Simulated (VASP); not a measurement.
# RbSb4As3 (R-3m) in VASP: notebook

Runs on RbSb4As3. Level: PBE. Tasks: single point.

Everything below comes from runs of VASP 6.6.1. Logs are shortened: lines on timing, memory, paths and dates and some standing lists are left out, and cuts for length are marked.

### 1 The cell of the first run

Symmetry: R-3m, No. 166, trigonal system. The conventional cell has a = 4.567 Å, b = 4.567 Å, c = 37.707 Å, α = 90.00°, β = 90.00°, γ = 120.00°. Within 4.7 Å of Rb (site symmetry -3m) lie 6 As at 3.58 Å and 6 Sb at 4.01 Å and 6 Rb at 4.57 Å. Sb (site symmetry 3m) has 4 As at 2.70 to 3.26 Å and 3 Sb at 3.37 Å within 3.6 Å. Within 3.6 Å of Sb (site symmetry 3m) lie 4 As at 2.69 to 2.88 Å and 6 Sb at 3.37 to 3.52 Å. Within 3.6 Å of As (site symmetry 3m) lie 4 Sb at 2.69 to 2.70 Å and 3 Rb at 3.58 Å. As (site symmetry -3m) has 8 Sb at 2.88 to 3.26 Å within 3.8 Å.

### 2 Single point, PBE

The input, INCAR:

```
SYSTEM = RbSb4As3
  ALGO = Normal
  EDIFF = 1E-7
  ENCUT = 520
  GGA = PE
  ISIF = 2
  ISMEAR = -1
  LASPH = .TRUE.
  LCHARG = .TRUE.
  LELF = .TRUE.
  LREAL = .FALSE.
  LVHAR = .TRUE.
  LWAVE = .FALSE.
  NBANDS = 32
  NELM = 100
  PREC = Accurate
  SIGMA = 0.1
```

The input, KPOINTS:

```
k-points
0
G
  5 5 5
  0 0 0
```

The input, POSCAR:

```
RbSb4As3
1.0
    4.5673430000      0.0000000000      0.0000000000
   -2.2836710000      3.9554380000      0.0000000000
   -2.2836710000      1.3184790000     12.5688990000
Rb Sb As
1 4 3
Direct
    0.5000000000      0.5000000000      0.5000000000
    0.0864700000      0.9135300000      0.2594100000
    0.9135300000      0.0864700000      0.7405900000
    0.3024200000      0.6975800000      0.9072600000
    0.6975800000      0.3024200000      0.0927400000
    0.2310000000      0.7690000000      0.6930000000
    0.7690000000      0.2310000000      0.3070000000
    0.0000000000      0.0000000000      0.0000000000
```

Potentials or basis: VASP PAW PBE potentials, release 64 (Rb_sv, Sb, As).

Started as:

```
cat potpaw_PBE.64/Rb_sv/POTCAR potpaw_PBE.64/Sb/POTCAR potpaw_PBE.64/As/POTCAR > POTCAR
mpirun -np 1 vasp_std > vasp.out
```

OUTCAR:

```text
SYSTEM = RbSb4As3
   EDIFF = 1E-7
   ENCUT = 520
   GGA = PE
   ISIF = 2
   ISMEAR = -1
   LASPH = .TRUE.
   LREAL = .FALSE.
   NELM = 100
   PREC = Accurate

 ion  position               nearest neighbor table
   1  0.500  0.500  0.500-   6 3.58   7 3.58   6 3.58   7 3.58   6 3.58   7 3.58   2 4.01   3 4.01
                             3 4.01   2 4.01   2 4.01   3 4.01
   2  0.086  0.914  0.259-   7 2.70   7 2.70   7 2.70   8 3.26   5 3.37   5 3.37   5 3.37   1 4.01
                             1 4.01   1 4.01
   3  0.914  0.086  0.741-   6 2.70   6 2.70   6 2.70   8 3.26   4 3.37   4 3.37   4 3.37   1 4.01
                             1 4.01   1 4.01
   4  0.302  0.698  0.907-   6 2.69   8 2.88   8 2.88   8 2.88   3 3.37   3 3.37   3 3.37   5 3.52
                             5 3.52   5 3.52
   5  0.698  0.302  0.093-   7 2.69   8 2.88   8 2.88   8 2.88   2 3.37   2 3.37   2 3.37   4 3.52
                             4 3.52   4 3.52
   6  0.231  0.769  0.693-   4 2.69   3 2.70   3 2.70   3 2.70   1 3.58   1 3.58   1 3.58
   7  0.769  0.231  0.307-   5 2.69   2 2.70   2 2.70   2 2.70   1 3.58   1 3.58   1 3.58
   8  0.000  0.000  0.000-   4 2.88   5 2.88   5 2.88   4 2.88   5 2.88   4 2.88   2 3.26   3 3.26

  LATTYP: Found a trigonal (rhomboedric) cell.
 ALAT       =    12.8425377103
 COS(alpha) =     0.9367593825

  Lattice vectors:

 A1 = (   0.0000000000,  -2.6369590000,  12.5688990000)
 A2 = (   2.2836720000,   1.3184790000,  12.5688990000)
 A3 = (  -2.2836710000,   1.3184790000,  12.5688990000)

Analysis of symmetry for initial positions (statically):
=====================================================================
 Subroutine PRICEL returns:
 Original cell was already a primitive cell.

 Routine SETGRP: Setting up the symmetry group for a
 trigonal (rhombohedral) supercell.

 Subroutine GETGRP returns: Found 12 space group operations
 (whereof 12 operations were pure point group operations)
 out of a pool of 12 trial point group operations.

The static configuration has the point symmetry D_3d.

Analysis of symmetry for dynamics (positions and initial velocities):
=====================================================================
 Subroutine PRICEL returns:
 Original cell was already a primitive cell.

 Routine SETGRP: Setting up the symmetry group for a
 trigonal (rhombohedral) supercell.

 Subroutine GETGRP returns: Found 12 space group operations
 (whereof 12 operations were pure point group operations)
 out of a pool of 12 trial point group operations.

The dynamic configuration has the point symmetry D_3d.

 Subroutine INISYM returns: Found 12 space group operations
 (whereof 12 operations are pure point group operations),
 and found     1 'primitive' translations

----------------------------------------------------------------------------------------

                                     Primitive cell

  volume of cell :     227.0677

  direct lattice vectors                    reciprocal lattice vectors
     4.567343000  0.000000000  0.000000000     0.218945676  0.126408223  0.026520485
    -2.283671000  3.955438000  0.000000000     0.000000000  0.252816502 -0.026520481
    -2.283671000  1.318479000 12.568899000     0.000000000  0.000000000  0.079561464

  length of vectors
     4.567343000  4.567345291 12.842537217     0.254203824  0.254203697  0.079561464

  position of ions in fractional coordinates (direct lattice)
     0.500000000  0.500000000  0.500000000
     0.086470000  0.913530000  0.259410000
     0.913530000  0.086470000  0.740590000
     0.302420000  0.697580000  0.907260000
     0.697580000  0.302420000  0.092740000
     0.231000000  0.769000000  0.693000000
     0.769000000  0.231000000  0.307000000
     0.000000000  0.000000000  0.000000000

  ion indices of the primitive-cell ions
   primitive index   ion index
                 1           1
                 2           2
                 3           3
                 4           4
                 5           5
                 6           6
                 7           7
                 8           8

----------------------------------------------------------------------------------------

 KPOINTS: k-points

Automatic generation of k-mesh.
 Grid dimensions read from file:
 generate k-points for:    5    5    5

 Generating k-lattice:

  Cartesian coordinates                     Fractional coordinates (reciprocal lattice)
     0.043789135  0.025281645  0.005304097     0.200000000  0.000000000 -0.000000000
     0.000000000  0.050563300 -0.005304096     0.000000000  0.200000000  0.000000000
     0.000000000  0.000000000  0.015912293     0.000000000  0.000000000  0.200000000

  Length of vectors
     0.050840765  0.050840739  0.015912293

  Shift w.r.t. Gamma in fractional coordinates (k-lattice)
     0.000000000  0.000000000  0.000000000

 Subroutine IBZKPT returns following result:
 ===========================================

 Found     19 irreducible k-points:

 Following reciprocal coordinates:
            Coordinates               Weight
  0.000000  0.000000  0.000000      1.000000
  0.200000  0.000000  0.000000      6.000000
  0.400000 -0.000000  0.000000      6.000000
  0.200000  0.200000 -0.000000      6.000000
  0.400000  0.200000  0.000000     12.000000
 -0.400000  0.200000 -0.000000     12.000000
[... 11 lines left out ...]
  0.000000  0.000000  0.400000      2.000000
  0.200000  0.000000  0.400000      6.000000
   k-points           NKPTS =     19   k-points in BZ     NKDIM =     19   number of bands    NBANDS=     32
   number of dos      NEDOS =    301   number of ions     NIONS =      8
   total plane-waves  NPLWV = 124416
   dimension x,y,z NGX =    36 NGY =   36 NGZ =   96
   dimension x,y,z NGXF=    72 NGYF=   72 NGZF=  192
   ions per type =               1   4   3
   NGX,Y,Z   is equivalent  to a cutoff of  13.10, 13.10, 12.43 a.u.
   NGXF,Y,Z  is equivalent  to a cutoff of  26.21, 26.21, 24.85 a.u.
 SYSTEM =  RbSb4As3
   PREC   = accura    normal or accurate (medium, high low for compatibility)
   ISTART =      0    job   : 0-new  1-cont  2-samecut
   ICHARG =      2    charge: 1-file 2-atom 10-const
   ISPIN  =      1    spin polarized calculation?
   LNONCOLLINEAR =      F non collinear calculations
   LSORBIT =      F    spin-orbit coupling
   LASPH  =      T    aspherical Exc in radial PAW
   ENCUT  =  520.0 eV  38.22 Ry    6.18 a.u.   8.49  8.49 23.88*2*pi/ulx,y,z
   NELM   =    100;   NELMIN=  2; NELMDL= -5     # of ELM steps
   EDIFF  = 0.1E-06   stopping-criterion for ELM
   LREAL  =      F    real-space projection
   EDIFFG = 0.1E-05   stopping-criterion for IOM
   NSW    =      0    number of steps for IOM
   IBRION =     -1    ionic relax: 0-MD 1-quasi-New 2-CG
   NFREE  =      0    steps in history (QN), initial steepest desc. (CG)
   ISIF   =      2    stress and relaxation
   ISYM   =      2    0-nonsym 1-usesym 2-fastsym
   POTIM  = 0.5000    time-step for ionic-motion
   TEBEG  =    0.0;   TEEND  =   0.0 temperature during run
   PSTRESS=    0.0 pullay stress
   NELECT =      44.0000    total number of electrons
   NUPDOWN=      -1.0000    fix difference up-down
   EMIN   =  10.00;   EMAX   =-10.00  energy-range for DOS
   EFERMI =   0.00;   METHOD = LEGACY
   ISMEAR =    -1;   SIGMA  =   0.10  broadening in eV -4-tet -1-fermi 0-gaus
   EFERMI_NEDOS =   21; number of points for ismear=-14 and -15
   IALGO  =     38    algorithm
   IMIX   =      4    mixing-type and parameters
     AMIX     =   0.40;   BMIX     =  1.00
     AMIX_MAG =   1.60;   BMIX_MAG =  1.00
  volume/ion in A,a.u.               =      28.38       191.54
  Fermi-wavevector in a.u.,A,eV,Ry     =   0.947343  1.790219 12.210667  0.897459
  Thomas-Fermi vector in A             =   2.075427
   LORBIT       =      0    0 simple, 1 ext, 2 COOP (PROOUT), +10 PAW based schemes
   GGA     = PE    functional components
[... 5 lines left out ...]
 non-spin polarized calculation
  energy-cutoff  :      520.00
  volume of cell :      227.07
 maximum number of plane-waves:      6179
 NGX is ok and might be reduce to    36
   NGX = 17   NGY = 17   NGZ = 47

 number of electron      43.9999998 magnetization

 Free energy of the ion-electron system (eV)
  ---------------------------------------------------
  ext. energy  EPLUGINS =         0.00000000
  ---------------------------------------------------
  free energy    TOTEN  =       -29.52688216 eV

  energy without entropy =      -29.35582095  energy(sigma->0) =      -29.44135155

 E-fermi :   5.9058     XC(G=0):  -9.2244

 val. band max:        5.8949634634   @ k =  -0.4000   0.4000  -0.0000
 cond. band min:       5.9133550286   @ k =   0.2000  -0.2000   0.2000
 fundamental gap:      0.0183915652
 Fermi energy:         5.9058454427

 k-point     1 :       0.0000    0.0000    0.0000
  band No.  band energies     occupation
      1     -22.0355      2.00000
      2      -8.1336      2.00000
      3      -7.7385      2.00000
      4      -6.8124      2.00000
      5      -6.0965      2.00000
      6      -6.0965      2.00000
[... 24 lines left out ...]
     31       8.0768      0.00000
     32       8.1508      0.00000

 k-point     2 :       0.2000    0.0000    0.0000
  band No.  band energies     occupation
      1     -22.0315      2.00000
      2      -7.8263      2.00000
      3      -7.4497      2.00000
      4      -6.5935      2.00000
      5      -6.1153      2.00000
      6      -6.1098      2.00000
[... 24 lines left out ...]
     31       8.0301      0.00000
     32       8.5434      0.00000
[... 558 lines left out ...]
     31       7.9664      0.00000
     32       7.9664      0.00000

 k-point    19 :       0.2000    0.0000    0.4000
  band No.  band energies     occupation
      1     -22.0315      2.00000
      2      -7.8530      2.00000
      3      -7.3682      2.00000
      4      -6.7217      2.00000
      5      -6.1521      2.00000
      6      -6.1153      2.00000
[... 24 lines left out ...]
     31       8.1207      0.00000
     32       8.5412      0.00000

------------------------ aborting loop because EDIFF is reached ----------------------------------------

  FORCE on cell =-STRESS in cart. coord.  units (eV):
  Direction    XX          YY          ZZ          XY          YZ          ZX
  --------------------------------------------------------------------------------------
  -------------------------------------------------------------------------------------
  Total       13.2585571     13.2585768      7.8667965      0.0000017     -0.0000002      0.0000002
  in kB       93.5516390     93.5517778     55.5076773      0.0000118     -0.0000015      0.0000015
  external PRESSURE =      80.8703647 kB  Pullay stress =       0.0000000 kB

 VOLUME and BASIS-vectors are now :
 -----------------------------------------------------------------------------
  energy-cutoff  :      520.00
  volume of cell :      227.07
      direct lattice vectors                 reciprocal lattice vectors
     4.567343000  0.000000000  0.000000000     0.218945676  0.126408223  0.026520485
    -2.283671000  3.955438000  0.000000000     0.000000000  0.252816502 -0.026520481
    -2.283671000  1.318479000 12.568899000     0.000000000  0.000000000  0.079561464

 POSITION                                       TOTAL-FORCE (eV/Angst)
 -----------------------------------------------------------------------------------
      0.00000      2.63696      6.28445         0.000000      0.000000      0.000000
     -2.28367      3.95544      3.26050        -0.000000      0.000000     -0.035999
      2.28367      1.31848      9.30840         0.000000     -0.000000      0.035999
     -2.28367      3.95544     11.40326         0.000000     -0.000000      0.239730
      2.28367      1.31848      1.16564        -0.000000      0.000000     -0.239730
     -2.28367      3.95544      8.71025        -0.000000      0.000000     -0.892389
      2.28367      1.31848      3.85865         0.000000     -0.000000      0.892389
      0.00000      0.00000      0.00000         0.000000      0.000000      0.000000
 -----------------------------------------------------------------------------------
    total drift:                               -0.000000     -0.000000     -0.000000

  FREE ENERGIE OF THE ION-ELECTRON SYSTEM (eV)
  ---------------------------------------------------
  free  energy   TOTEN  =       -29.5268821625 eV

  energy  without entropy=      -29.3558209458  energy(sigma->0) =      -29.44135155
```

It took 5.1 min on 1 thread of Oxide Virtual Turin-like, shared host; peak memory 0.38 GiB.

Results:

* Free energy: -29.5269 eV
* Pressure: 8.1 GPa
* Largest force: 0.892 eV/Å
* Band gap on the k mesh: zero (bands 22 and 23 overlap by 0.59 eV)

Forces on the atoms (eV/Å):
```
Rb   0.000  0.000  0.000
Sb   0.000  0.000 -0.036
Sb   0.000  0.000  0.036
Sb   0.000  0.000  0.240
Sb   0.000  0.000 -0.240
As   0.000  0.000 -0.892
As   0.000  0.000  0.892
As   0.000  0.000  0.000
```

Caveat: the cell stands under pressure; spin-orbit coupling is left out, which moves the levels of the heavy elements.

### 3 Single point, PBE

The input, INCAR:

```
ALGO = Normal
EDIFF = 1E-7
ENCUT = 520
GGA = PE
ISIF = 2
ISMEAR = -1
LASPH = True
LCHARG = False
LREAL = False
LWAVE = False
NBANDS = 32
NELM = 80
PREC = Accurate
SIGMA = 0.1
```

The input, KPOINTS:

```
k-points
0
Gamma
  5 5 5
```

POSCAR is that of step 2.

Potentials or basis: VASP PAW PBE potentials, release 64 (Rb_sv, Sb, As).

Started as:

```
cat potpaw_PBE.64/Rb_sv/POTCAR potpaw_PBE.64/Sb/POTCAR potpaw_PBE.64/As/POTCAR > POTCAR
mpirun -np 1 vasp_std > vasp.out
```

It took 5.2 min on 1 thread of Oxide Virtual Turin-like, shared host; peak memory 0.38 GiB.

The run converged. Its results:

```
Free energy            : -29.5269 eV
Pressure               : 8.1 GPa
Largest force          : 0.892 eV/Å
Band gap on the k mesh : zero (bands 22 and 23 overlap by 0.59 eV)
```

Forces in eV/Å, atoms in the order of the input:
```
Rb   0.000  0.000  0.000
Sb   0.000  0.000 -0.036
Sb   0.000  0.000  0.036
Sb   0.000  0.000  0.240
Sb   0.000  0.000 -0.240
As   0.000  0.000 -0.892
As   0.000  0.000  0.892
As   0.000  0.000  0.000
```

Stress tensor (GPa, compression positive):
```
9.36 0.00 0.00
0.00 9.36 0.00
0.00 0.00 5.55
```

Levels at points of the mesh, in eV from the Fermi level:
```tsv
k point	band 20	band 21	band 22	band 23	band 24	band 25
(0.00, 0.00, 0.00)	-1.66	-1.38	-1.38	-0.36	0.37	0.37
```

Caveat: the cell stands under pressure; spin-orbit coupling is left out, which moves the levels of the heavy elements.

### 4 Single point, PBE

The input, INCAR:

```
PREC = Accurate
ENCUT = 520
EDIFF = 1E-6
ISMEAR = 0
SIGMA = 0.001
LREAL = False
LASPH = True
NELM = 80
ALGO = Normal
ISIF = 2
LWAVE = False
LCHARG = True
GGA = PE
LELF = True
LVHAR = True
NBANDS = 32
```

The input, KPOINTS:

```
regular mesh
0
Gamma
  5 5 5
```

POSCAR is that of step 3.

Started as:

```
cat potpaw_PBE.64/Rb_sv/POTCAR potpaw_PBE.64/Sb/POTCAR potpaw_PBE.64/As/POTCAR > POTCAR
mpirun -np 1 vasp_std > vasp.out
```

Run time: 4.4 min. Hardware: 1 thread of Oxide Virtual Turin-like, shared host; peak memory 0.38 GiB.

The run converged. Its results:

```
Free energy            : -29.4238 eV
Pressure               : 8.0 GPa
Largest force          : 0.872 eV/Å
Band gap on the k mesh : zero (bands 22 and 23 overlap by 0.59 eV)
```

Forces on the atoms (eV/Å):
```
Rb   0.000  0.000  0.000
Sb   0.000  0.000 -0.141
Sb   0.000  0.000  0.141
Sb   0.000  0.000  0.276
Sb   0.000  0.000 -0.276
As   0.000  0.000 -0.872
As   0.000  0.000  0.872
As   0.000  0.000  0.000
```

Stress tensor (GPa, compression positive):
```
9.51 0.00 0.00
0.00 9.51 0.00
0.00 0.00 4.99
```

Levels at points of the mesh, in eV from the Fermi level:
| k point | band 20 | band 21 | band 22 | band 23 | band 24 | band 25 |
| --- | --- | --- | --- | --- | --- | --- |
| (0.00, 0.00, 0.00) | -1.69 | -1.39 | -1.39 | -0.39 | 0.34 | 0.34 |

Caveat: the cell stands under pressure; spin-orbit coupling is left out, which moves the levels of the heavy elements.
